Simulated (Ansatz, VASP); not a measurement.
# LiCl in VASP and in Ansatz

```xyz
12
Lattice="6.8047 0.0000 0.0000 0.0000 6.8047 0.0000 0.0000 0.0000 6.8047" Properties=species:S:1:pos:R:3 pbc="T T T"
Li    5.1035    3.4023    0.0000
Li    3.4023    0.0000    5.1035
Li    0.0000    5.1035    3.4023
Li    0.0000    1.7012    3.4023
Li    1.7012    3.4023    0.0000
Li    3.4023    0.0000    1.7012
Cl    3.4023    5.1035    0.0000
Cl    5.1035    0.0000    3.4023
Cl    0.0000    3.4023    5.1035
Cl    1.7012    0.0000    3.4023
Cl    0.0000    3.4023    1.7012
Cl    3.4023    1.7012    0.0000
```

Alike in both runs: functional PBE; k mesh 4 × 4 × 4; occupations gaussian, width 0.1 eV; no spin polarisation.

Ansatz relaxed the structure, and its values are those at the end. VASP's run is a single point on that final structure, the one shown.

```csv
,VASP,Ansatz
version,VASP 6.6.1,Ansatz 0.2.0
potentials or method,"VASP PAW PBE potentials, release 64 (Li_sv, Cl), cutoff 520 eV","scalar-relativistic, plane waves, PAW"
valence electrons in the cell,60,60
```

|  | VASP | Ansatz | Ansatz less VASP |
| --- | --- | --- | --- |
| gap on the k mesh at the Fermi level (eV) | 5.35 | 5.34 | -0.002 |
| least direct gap on the mesh (eV) | 5.35 | 5.34 | -0.002 |

Noted on VASP's run: the cutoff is under 1.25 times that of the potentials, so the pressure is a little rough.
